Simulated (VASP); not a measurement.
MgCd3Se4: single point with PBE

MgCd3Se4:

```xyz
8
Lattice="-2.9338 2.9338 5.8677 2.9338 -2.9338 5.8677 2.9338 2.9338 -5.8677" Properties=species:S:1:pos:R:3 pbc="T T T"
Mg    0.0000    0.0000    0.0000
Cd    0.0000    2.9338    2.9338
Cd    2.9338    0.0000    2.9338
Cd    0.0000    0.0000    5.8677
Se    0.0000    2.9338    0.0000
Se    2.9338    0.0000    0.0000
Se    0.0000    0.0000    2.9338
Se    0.0000    0.0000    8.8015
```

| Property | Result |
| --- | --- |
| Program | VASP 6.6.1 |
| Task | single point |
| Functional | PBE |
| Potentials or basis | VASP PAW PBE potentials, release 64 (Mg, Cd, Se) |
| Cutoff | 520 eV |
| k mesh | 4 × 4 × 4 |
| Occupations | gaussian, width 0.1 eV |
| Spin | no spin polarisation |
| Dipole correction | no |
| Further INCAR settings | ALGO = Normal; EDIFF = 1e-06; NBANDS = 41 |

```
Pressure               : -4.3 GPa
Largest force          : 0.201 eV/Å
Band gap on the k mesh : zero (bands 31 and 32 overlap by 0.39 eV)
```

Forces on the atoms (eV/Å):
```
Mg   0.000  0.000  0.000
Cd   0.000  0.000  0.000
Cd   0.000  0.000  0.000
Cd   0.000  0.000  0.000
Se   0.000  0.000  0.000
Se   0.000  0.000  0.000
Se   0.000  0.000 -0.201
Se   0.000  0.000  0.201
```

Stress tensor (GPa, compression positive):
```
-4.36  0.00  0.00
 0.00 -4.36  0.00
 0.00  0.00 -4.25
```

Levels at points of the mesh, in eV from the Fermi level:
```
           k point  band 29  band 30  band 31  band 32  band 33  band 34
(0.00, 0.00, 0.00)    -0.47    -0.47    -0.47    -0.28     0.33     2.72
(0.50, 0.00, 0.00)    -1.24    -0.64    -0.45     2.85     2.87     2.93
(0.50, 0.50, 0.00)    -0.09    -0.06    -0.03     3.09     3.10     3.65
(0.50, 0.50, 0.50)    -1.18    -1.11    -1.11    -0.42     0.21     2.27
```

Run time: 4.7 min on 1 thread of Intel Xeon 8259CL (shared host), peak memory 0.45 GiB.

Caveat: the cell stands under tension; semilocal functionals underestimate gaps, and a narrow one can read as zero.
